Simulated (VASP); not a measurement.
A run of VASP 6.6.1 is set up as follows.

The input INCAR:

```
ALGO     = Normal         # electronic algorithm
EDIFF    = 1E-6           # SCF threshold, eV
ENCUT    = 520            # plane-wave cutoff, eV
GGA      = PS             # functional
ISIF     = 2              # what is computed and relaxed
ISMEAR   = -1             # smearing method
LASPH    = True           # aspherical terms in the spheres
LCHARG   = True           # write CHGCAR
LELF     = True           # ELF
LREAL    = Auto         
LVHAR    = True         
LWAVE    = False          # write WAVECAR
NBANDS   = 46             # bands
NELM     = 80             # most SCF steps
PREC     = Accurate       # precision mode
SIGMA    = 0.05           # smearing width, eV
```

File KPOINTS:

```
k-points
0
Gamma
  4 4 4
```

File POSCAR:

```
NaH
1.0
    5.8443487148     -0.0020129302     -0.0002157780
   -0.0010911222      6.6221680672      0.0019242504
   -0.0006889423     -0.0020496105      5.7409560152
Na H
8 8
Direct
    0.0003130014     -0.1269154380      0.0011155006
    0.0003280483      0.1231172684      0.5010784756
    0.0002965895      0.3730881875      0.0010953440
    0.0003308243      0.6231080000      0.5010674759
    0.5002989995     -0.1268012631      0.0010306313
    0.5003045316      0.1232115204      0.5009964082
    0.5003439353      0.3731869591      0.0010258465
    0.5003263341      0.6232167668      0.5009894186
    0.2503039311      0.1231624724      0.1677457186
    0.2503347140      0.3731425594      0.6677538735
    0.2503210750      0.6231505792      0.1677376152
    0.2503215248      0.8731606655      0.6677584217
    0.7503043572      0.3731291755      0.3343510807
    0.7503145529      0.1231650788      0.8343435772
    0.7503117954      0.8731404094      0.3343608634
    0.7503289971      0.6231475953      0.8343400094
```

Potentials or basis: VASP PAW PBE potentials, release 64 (Na_pv, H).

The run is started by

```console
$ cat potpaw_PBE.64/Na_pv/POTCAR potpaw_PBE.64/H/POTCAR > POTCAR
$ mpirun -np 1 vasp_std > vasp.out
```

(1) Estimate the pressure.

(2) Predict the band gap on the k mesh.

## Answers

(1) 0.0 GPa.

(2) 3.19 eV.

Caveat: the structure was generated, so it needn't be the stable form of NaH; the PAW data sets were made with another functional, which shifts forces and pressure a little.
